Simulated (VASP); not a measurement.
# CdSe (rocksalt type) (Fm-3m) in VASP: a series of runs

CdSe (rocksalt type) is run at these levels: PBE; tasks: single point.

Program: VASP 6.6.1. These are calculated values, not measurements. Logs are shortened: lines on timing, memory, paths and dates and some standing lists are left out, and cuts for length are marked.

**1. The cell of the first run**

It takes space group Fm-3m (No. 225, cubic). The conventional cell has a = 5.144 Å, b = 5.144 Å, c = 5.144 Å, α = 90.00°, β = 90.00°, γ = 90.00°. Cd (site symmetry m-3m) has 6 Se at 2.57 Å within 3.4 Å. Within 3.4 Å of Se (site symmetry m-3m) lie 6 Cd at 2.57 Å.

**2. Single point, PBE (17.01 Å³/atom)**

The input, INCAR:

```
  ALGO = Normal
  EDIFF = 1E-6
  ENCUT = 520
  GGA = PE
  ISIF = 2
  ISMEAR = -1
  LASPH = T
  LCHARG = F
  LREAL = F
  LWAVE = F
  NBANDS = 16
  NELM = 60
  PREC = Accurate
  SIGMA = 0.1
```

The input, KPOINTS:

```
k-points
0
Gamma
  14 14 14
```

The input, POSCAR:

```
CdSe
1.0
    0.0000000000      2.5718002657      2.5718002657
    2.5718002657      0.0000000000      2.5718002657
    2.5718002657      2.5718002657      0.0000000000
Cd Se
1 1
Direct
    0.0000000000      0.0000000000      0.0000000000
    0.5000000000      0.5000000000      0.5000000000
```

Potentials or basis: VASP PAW PBE potentials, release 64 (Cd, Se).

The run is started by

```sh
$ cat potpaw_PBE.64/Cd/POTCAR potpaw_PBE.64/Se/POTCAR > POTCAR
$ mpirun -np 1 vasp_std > vasp.out
```

OUTCAR:

```text
EDIFF = 1E-6
   ENCUT = 520
   GGA = PE
   ISIF = 2
   ISMEAR = -1
   LASPH = T
   LREAL = F
   NELM = 60
   PREC = Accurate

 ion  position               nearest neighbor table
   1  0.000  0.000  0.000-   2 2.57   2 2.57   2 2.57   2 2.57   2 2.57   2 2.57
   2  0.500  0.500  0.500-   1 2.57   1 2.57   1 2.57   1 2.57   1 2.57   1 2.57

  LATTYP: Found a face centered cubic cell.
 ALAT       =     5.1436005314

  Lattice vectors:

 A1 = (   0.0000000000,   2.5718002657,   2.5718002657)
 A2 = (   2.5718002657,   0.0000000000,   2.5718002657)
 A3 = (   2.5718002657,   2.5718002657,   0.0000000000)

Analysis of symmetry for initial positions (statically):
=====================================================================
 Subroutine PRICEL returns:
 Original cell was already a primitive cell.

 Routine SETGRP: Setting up the symmetry group for a
 face centered cubic supercell.

 Subroutine GETGRP returns: Found 48 space group operations
 (whereof 48 operations were pure point group operations)
 out of a pool of 48 trial point group operations.

The static configuration has the point symmetry O_h .

Analysis of symmetry for dynamics (positions and initial velocities):
=====================================================================
 Subroutine PRICEL returns:
 Original cell was already a primitive cell.

 Routine SETGRP: Setting up the symmetry group for a
 face centered cubic supercell.

 Subroutine GETGRP returns: Found 48 space group operations
 (whereof 48 operations were pure point group operations)
 out of a pool of 48 trial point group operations.

The dynamic configuration has the point symmetry O_h .

 Subroutine INISYM returns: Found 48 space group operations
 (whereof 48 operations are pure point group operations),
 and found     1 'primitive' translations

----------------------------------------------------------------------------------------

                                     Primitive cell

  volume of cell :      34.0206

  direct lattice vectors                    reciprocal lattice vectors
     0.000000000  2.571800266  2.571800266    -0.194416342  0.194416342  0.194416342
     2.571800266  0.000000000  2.571800266     0.194416342 -0.194416342  0.194416342
     2.571800266  2.571800266  0.000000000     0.194416342  0.194416342 -0.194416342

  length of vectors
     3.637074815  3.637074815  3.637074815     0.336738982  0.336738982  0.336738982

  position of ions in fractional coordinates (direct lattice)
     0.000000000  0.000000000  0.000000000
     0.500000000  0.500000000  0.500000000

  ion indices of the primitive-cell ions
   primitive index   ion index
                 1           1
                 2           2

----------------------------------------------------------------------------------------

 KPOINTS: k-points

Automatic generation of k-mesh.
 Grid dimensions read from file:
 generate k-points for:   14   14   14

 Generating k-lattice:

  Cartesian coordinates                     Fractional coordinates (reciprocal lattice)
    -0.013886882  0.013886882  0.013886882     0.071428571  0.000000000  0.000000000
     0.013886882 -0.013886882  0.013886882     0.000000000  0.071428571  0.000000000
     0.013886882  0.013886882 -0.013886882     0.000000000  0.000000000  0.071428571

  Length of vectors
     0.024052784  0.024052784  0.024052784

  Shift w.r.t. Gamma in fractional coordinates (k-lattice)
     0.000000000  0.000000000  0.000000000

 Subroutine IBZKPT returns following result:
 ===========================================

 Found    104 irreducible k-points:

 Following reciprocal coordinates:
            Coordinates               Weight
  0.000000  0.000000  0.000000      1.000000
  0.071429  0.000000  0.000000      8.000000
  0.142857  0.000000  0.000000      8.000000
  0.214286  0.000000  0.000000      8.000000
  0.285714  0.000000  0.000000      8.000000
  0.357143  0.000000  0.000000      8.000000
[... 16 lines left out ...]
  0.214286  0.142857  0.000000     24.000000
  0.285714  0.142857  0.000000     24.000000
 [... further k-points ...]
   k-points           NKPTS =    104   k-points in BZ     NKDIM =    104   number of bands    NBANDS=     16
   number of dos      NEDOS =    301   number of ions     NIONS =      2
   total plane-waves  NPLWV =  21952
   dimension x,y,z NGX =    28 NGY =   28 NGZ =   28
   dimension x,y,z NGXF=    56 NGYF=   56 NGZF=   56
   ions per type =               1   1
   NGX,Y,Z   is equivalent  to a cutoff of  12.80, 12.80, 12.80 a.u.
   NGXF,Y,Z  is equivalent  to a cutoff of  25.60, 25.60, 25.60 a.u.
 SYSTEM =  unknown system
   PREC   = accura    normal or accurate (medium, high low for compatibility)
   ISTART =      0    job   : 0-new  1-cont  2-samecut
   ICHARG =      2    charge: 1-file 2-atom 10-const
   ISPIN  =      1    spin polarized calculation?
   LNONCOLLINEAR =      F non collinear calculations
   LSORBIT =      F    spin-orbit coupling
   LASPH  =      T    aspherical Exc in radial PAW
   ENCUT  =  520.0 eV  38.22 Ry    6.18 a.u.   6.76  6.76  6.76*2*pi/ulx,y,z
   NELM   =     60;   NELMIN=  2; NELMDL= -5     # of ELM steps
   EDIFF  = 0.1E-05   stopping-criterion for ELM
   LREAL  =      F    real-space projection
   EDIFFG = 0.1E-04   stopping-criterion for IOM
   NSW    =      0    number of steps for IOM
   IBRION =     -1    ionic relax: 0-MD 1-quasi-New 2-CG
   NFREE  =      0    steps in history (QN), initial steepest desc. (CG)
   ISIF   =      2    stress and relaxation
   ISYM   =      2    0-nonsym 1-usesym 2-fastsym
   POTIM  = 0.5000    time-step for ionic-motion
   TEBEG  =    0.0;   TEEND  =   0.0 temperature during run
   PSTRESS=    0.0 pullay stress
   NELECT =      18.0000    total number of electrons
   NUPDOWN=      -1.0000    fix difference up-down
   EMIN   =  10.00;   EMAX   =-10.00  energy-range for DOS
   EFERMI =   0.00;   METHOD = LEGACY
   ISMEAR =    -1;   SIGMA  =   0.10  broadening in eV -4-tet -1-fermi 0-gaus
   EFERMI_NEDOS =   21; number of points for ismear=-14 and -15
   IALGO  =     38    algorithm
   IMIX   =      4    mixing-type and parameters
     AMIX     =   0.40;   BMIX     =  1.00
     AMIX_MAG =   1.60;   BMIX_MAG =  1.00
  volume/ion in A,a.u.               =      17.01       114.79
  Fermi-wavevector in a.u.,A,eV,Ry     =   1.324093  2.502173 23.854031  1.753222
  Thomas-Fermi vector in A             =   2.453653
   LORBIT       =      0    0 simple, 1 ext, 2 COOP (PROOUT), +10 PAW based schemes
   GGA     = PE    functional components
   LHFCALC =     F    Hartree Fock is set to
   AEXX    =    0.0000 exact exchange contribution
   IVDW    =     0    specifies the selected vdW correction
   LEPSILON=     F    determine dielectric tensor
   LRPA    =     F    only Hartree local field effects (RPA)
 non-spin polarized calculation
  energy-cutoff  :      520.00
  volume of cell :       34.02
 maximum number of plane-waves:       941
   NGX = 13   NGY = 13   NGZ = 13

 number of electron      18.0000006 magnetization

 Free energy of the ion-electron system (eV)
  ---------------------------------------------------
  ext. energy  EPLUGINS =         0.00000000
  ---------------------------------------------------
  free energy    TOTEN  =        -3.84975927 eV

  energy without entropy =       -3.83900573  energy(sigma->0) =       -3.84438250

 E-fermi :   5.9938     XC(G=0): -11.6866

 val. band max:        5.9408180841   @ k =   0.5000   0.0000   0.0000
 cond. band min:       6.0028870685   @ k =  -0.4286   0.5000   0.0714
 fundamental gap:      0.0620689844
 Fermi energy:         5.9938220051

 k-point     1 :       0.0000    0.0000    0.0000
  band No.  band energies     occupation
      1      -9.7312      2.00000
      2      -3.1815      2.00000
      3      -3.1815      2.00000
      4      -3.1649      2.00000
      5      -3.1649      2.00000
      6      -3.1649      2.00000
[... 8 lines left out ...]
     15      17.4192      0.00000
     16      17.4192      0.00000

 k-point     2 :       0.0714    0.0000    0.0000
  band No.  band energies     occupation
      1      -9.6649      2.00000
      2      -3.2116      2.00000
      3      -3.2116      2.00000
      4      -3.1774      2.00000
      5      -3.1498      2.00000
      6      -3.1498      2.00000
[... 8 lines left out ...]
     15      16.6638      0.00000
     16      16.6638      0.00000

 k-point     3 :       0.1429    0.0000    0.0000
  band No.  band energies     occupation
      1      -9.4700      2.00000
      2      -3.2988      2.00000
      3      -3.2988      2.00000
      4      -3.2176      2.00000
      5      -3.1024      2.00000
      6      -3.1024      2.00000
[... 8 lines left out ...]
     15      16.1123      0.00000
     16      16.3683      0.00000

 k-point     4 :       0.2143    0.0000    0.0000
  band No.  band energies     occupation
      1      -9.1608      2.00000
      2      -3.4203      2.00000
      3      -3.4203      2.00000
      4      -3.2957      2.00000
      5      -3.0324      2.00000
      6      -3.0324      2.00000
[... 8 lines left out ...]
     15      16.4076      0.00000
     16      16.4076      0.00000

 k-point     5 :       0.2857    0.0000    0.0000
  band No.  band energies     occupation
      1      -8.7663      2.00000
      2      -3.5491      2.00000
      3      -3.5491      2.00000
      4      -3.4290      2.00000
      5      -2.9531      2.00000
      6      -2.9531      2.00000
[... 8 lines left out ...]
     15      17.1252      0.00000
     16      17.1252      0.00000

 k-point     6 :       0.3571    0.0000    0.0000
  band No.  band energies     occupation
      1      -8.3414      2.00000
      2      -3.6602      2.00000
      3      -3.6602      2.00000
      4      -3.6284      2.00000
      5      -2.8801      2.00000
      6      -2.8801      2.00000
[... 8 lines left out ...]
     15      18.0705      0.00000
     16      18.0705      0.00000
[... 267 lines left out ...]
 k-point    21 :      -0.0714    0.0714    0.0000
  band No.  band energies     occupation
      1      -9.5566      2.00000
      2      -3.2835      2.00000
      3      -3.2397      2.00000
      4      -3.1947      2.00000
      5      -3.1381      2.00000
      6      -3.1094      2.00000
[... 8 lines left out ...]
     15      16.8025      0.00000
     16      16.8241      0.00000

 k-point    22 :       0.1429    0.1429    0.0000
  band No.  band energies     occupation
      1      -9.3977      2.00000
      2      -3.4350      2.00000
      3      -3.2222      2.00000
      4      -3.1465      2.00000
      5      -3.1100      2.00000
      6      -3.1100      2.00000
[... 8 lines left out ...]
     15      18.2974      0.00000
     16      19.0503      0.00000

 k-point    23 :       0.2143    0.1429    0.0000
  band No.  band energies     occupation
      1      -9.1886      2.00000
      2      -3.5362      2.00000
      3      -3.2561      2.00000
      4      -3.1985      2.00000
      5      -3.0709      2.00000
      6      -3.0320      2.00000
[... 8 lines left out ...]
     15      18.5894      0.00000
     16      18.6212      0.00000

 k-point    24 :       0.2857    0.1429    0.0000
  band No.  band energies     occupation
      1      -8.8876      2.00000
      2      -3.6294      2.00000
      3      -3.3067      2.00000
      4      -3.3015      2.00000
      5      -3.0125      2.00000
      6      -2.9407      2.00000
[... 8 lines left out ...]
     15      18.4864      0.00000
     16      18.6817      0.00000

 [... further k-points ...]
[... 5 lines left out ...]
  --------------------------------------------------------------------------------------
  -------------------------------------------------------------------------------------
  Total        9.5013141      9.5013141      9.5013141      0.0000000      0.0000000      0.0000000
  in kB      447.4582851    447.4582851    447.4582851      0.0000000      0.0000000      0.0000000
  external PRESSURE =     447.4582851 kB  Pullay stress =       0.0000000 kB

 VOLUME and BASIS-vectors are now :
 -----------------------------------------------------------------------------
  energy-cutoff  :      520.00
  volume of cell :       34.02
      direct lattice vectors                 reciprocal lattice vectors
     0.000000000  2.571800266  2.571800266    -0.194416342  0.194416342  0.194416342
     2.571800266  0.000000000  2.571800266     0.194416342 -0.194416342  0.194416342
     2.571800266  2.571800266  0.000000000     0.194416342  0.194416342 -0.194416342

 POSITION                                       TOTAL-FORCE (eV/Angst)
 -----------------------------------------------------------------------------------
      0.00000      0.00000      0.00000         0.000000     -0.000000     -0.000000
      2.57180      2.57180      2.57180        -0.000000      0.000000      0.000000
 -----------------------------------------------------------------------------------
    total drift:                               -0.000000      0.000000      0.000000

  FREE ENERGIE OF THE ION-ELECTRON SYSTEM (eV)
  ---------------------------------------------------
  free  energy   TOTEN  =        -3.8497592683 eV

  energy  without entropy=       -3.8390057349  energy(sigma->0) =       -3.84438250
```

Run time: 40 s. Hardware: 1 thread of AMD EPYC 7R13 (Zen 3), shared host; peak memory 0.17 GiB.

What came out:

```yaml
Free_energy: -3.8498 eV
Pressure: 44.7 GPa
Band_gap_on_the_k_mesh: zero (bands 9 and 10 overlap by 0.67 eV)
```

Caveat: the cell stands under pressure; semilocal functionals underestimate gaps, and a narrow one can read as zero.

**3. Single point, PBE (18.90 Å³/atom)**

This run uses another cell than the first one, of 18.90 Å³/atom.

The input, INCAR:

```
ALGO = Normal ; EDIFF = 1E-6
ENCUT = 520 ; GGA = PE
ISIF = 2 ; ISMEAR = -1
LASPH = T ; LCHARG = F
LREAL = F ; LWAVE = F
NBANDS = 16 ; NELM = 60
PREC = Accurate ; SIGMA = 0.1
```

KPOINTS is that of step 2.

The input, POSCAR:

```
CdSe
1.0
    0.0000000000      2.6637271281      2.6637271281
    2.6637271281      0.0000000000      2.6637271281
    2.6637271281      2.6637271281      0.0000000000
Cd Se
1 1
Direct
    0.0000000000      0.0000000000      0.0000000000
    0.5000000000      0.5000000000      0.5000000000
```

Potentials or basis: VASP PAW PBE potentials, release 64 (Cd, Se).

The run is started by

```sh
$ cat potpaw_PBE.64/Cd/POTCAR potpaw_PBE.64/Se/POTCAR > POTCAR
$ mpirun -np 1 vasp_std > vasp.out
```

It took 41 s on 1 thread of AMD EPYC 7R13 (Zen 3), shared host; peak memory 0.17 GiB.

The run converged. Its results:

- Free energy: -4.6361 eV
- Pressure: 23.8 GPa
- Band gap on the k mesh: zero (bands 9 and 10 overlap by 0.55 eV)

Levels at points of the mesh, in eV from the Fermi level:
| k point | band 7 | band 8 | band 9 | band 10 | band 11 | band 12 |
| --- | --- | --- | --- | --- | --- | --- |
| (0.00, 0.00, 0.00) | -1.16 | -1.16 | -1.16 | 1.03 | 8.68 | 8.68 |
| (0.50, 0.00, 0.00) | -6.22 | -0.10 | -0.10 | 2.70 | 5.01 | 5.01 |
| (0.50, 0.50, 0.00) | -5.84 | -3.14 | -3.14 | -0.65 | 4.99 | 11.29 |

Caveat: the cell stands under pressure; semilocal functionals underestimate gaps, and a narrow one can read as zero.

**4. Single point, PBE (20.79 Å³/atom)**

This run uses another cell than the first one, of 20.79 Å³/atom.

The input, INCAR:

```
SYSTEM = CdSe
ALGO = Normal ; EDIFF = 1E-6
ENCUT = 520 ; GGA = PE
ISIF = 2 ; ISMEAR = -1
LASPH = .True. ; LCHARG = .False.
LREAL = .False. ; LWAVE = .False.
NBANDS = 16 ; NELM = 80
PREC = Accurate ; SIGMA = 0.1
```

The input, KPOINTS:

```
k-points
0
Gamma
  14 14 14
  0 0 0
```

The input, POSCAR:

```
CdSe
1.0
    0.0000000000      2.7497125474      2.7497125474
    2.7497125474      0.0000000000      2.7497125474
    2.7497125474      2.7497125474      0.0000000000
Cd Se
1 1
Direct
    0.0000000000      0.0000000000      0.0000000000
    0.5000000000      0.5000000000      0.5000000000
```

The run is started by

```sh
$ cat potpaw_PBE.64/Cd/POTCAR potpaw_PBE.64/Se/POTCAR > POTCAR
$ mpirun -np 1 vasp_std > vasp.out
```

Run time: 45 s. Hardware: 1 thread of AMD EPYC 7R13 (Zen 3), shared host; peak memory 0.19 GiB.

The run converged. Its results:

| Quantity | Value |
| --- | --- |
| Free energy | -5.0333 eV |
| Pressure | 11.0 GPa |
| Band gap on the k mesh | zero (bands 9 and 10 overlap by 0.47 eV) |

Levels at points of the mesh, in eV from the Fermi level:
| k point | band 5 | band 6 | band 7 | band 8 | band 9 | band 10 | band 11 | band 12 | band 13 | band 14 |
| --- | --- | --- | --- | --- | --- | --- | --- | --- | --- | --- |
| (0.00, 0.00, 0.00) | -8.33 | -8.33 | -0.95 | -0.95 | -0.95 | 0.53 | 8.62 | 8.62 | 8.62 | 9.95 |
| (0.50, 0.00, 0.00) | -8.12 | -8.12 | -5.72 | -0.14 | -0.14 | 2.81 | 5.10 | 5.10 | 6.86 | 11.67 |
| (0.50, 0.50, 0.00) | -8.05 | -7.33 | -5.09 | -2.69 | -2.69 | -0.60 | 5.16 | 10.57 | 11.17 | 11.17 |

Caveat: the cell stands under pressure; semilocal functionals underestimate gaps, and a narrow one can read as zero.

**5. Single point, PBE (22.21 Å³/atom)**

This run uses another cell than the first one, of 22.21 Å³/atom.

The input, INCAR:

```
PREC = Accurate
ENCUT = 520
EDIFF = 1E-6
ISMEAR = -1
SIGMA = 0.1
LREAL = False
LASPH = True
NELM = 100
ALGO = Normal
ISIF = 2
LWAVE = False
LCHARG = True
GGA = PE
LELF = True
LVHAR = True
NBANDS = 16
```

The input, KPOINTS:

```
regular mesh
0
Gamma
  14 14 14
```

The input, POSCAR:

```
CdSe
1.0
    0.0000000000      2.8108371785      2.8108371785
    2.8108371785      0.0000000000      2.8108371785
    2.8108371785      2.8108371785      0.0000000000
Cd Se
1 1
Direct
    0.0000000000      0.0000000000      0.0000000000
    0.5000000000      0.5000000000      0.5000000000
```

The run is started by

```sh
$ cat potpaw_PBE.64/Cd/POTCAR potpaw_PBE.64/Se/POTCAR > POTCAR
$ mpirun -np 1 vasp_std > vasp.out
```

Run time: 50 s. Hardware: 1 thread of AMD EPYC 7R13 (Zen 3), shared host; peak memory 0.19 GiB.

Results (log left out):

- Free energy: -5.1687 eV
- Pressure: 4.7 GPa
- Band gap on the k mesh: zero (bands 9 and 10 overlap by 0.44 eV)

Levels at points of the mesh, in eV from the Fermi level:
```
           k point  band 6  band 7  band 8  band 9  band 10  band 11  band 12  band 13
(0.00, 0.00, 0.00)   -8.15   -0.84   -0.84   -0.84     0.23     8.58     8.58     8.58
(0.50, 0.00, 0.00)   -7.99   -5.38   -0.16   -0.16     2.87     5.13     5.13     6.32
(0.50, 0.50, 0.00)   -7.34   -4.63   -2.42   -2.42    -0.58     5.26    10.07    10.67
```

Caveat: the cell stands under pressure; semilocal functionals underestimate gaps, and a narrow one can read as zero.

**6. The runs side by side**

```tsv
cell	gap on the mesh (eV)	pressure (GPa)
a = 3.637 Å, angles 60.0°, 2 atoms	none	44.7
a = 3.767 Å, angles 60.0°, 2 atoms	none	23.8
a = 3.889 Å, angles 60.0°, 2 atoms	none	11.0
a = 3.975 Å, angles 60.0°, 2 atoms	none	4.7
```

Alike in all rows: task single point; level PBE; potentials or basis VASP PAW PBE potentials, release 64 (Cd, Se); no spin polarisation; k mesh 14 × 14 × 14; cutoff (eV) 520; smearing fermi-dirac 0.1 eV.

Caveats: the cell stands under pressure; semilocal functionals underestimate gaps, and a narrow one can read as zero.

Total energies depend on the potentials used, so only differences within one code and one set of settings carry meaning.

The gap in the log of VASP goes by the Fermi energy; the results here count the filled bands.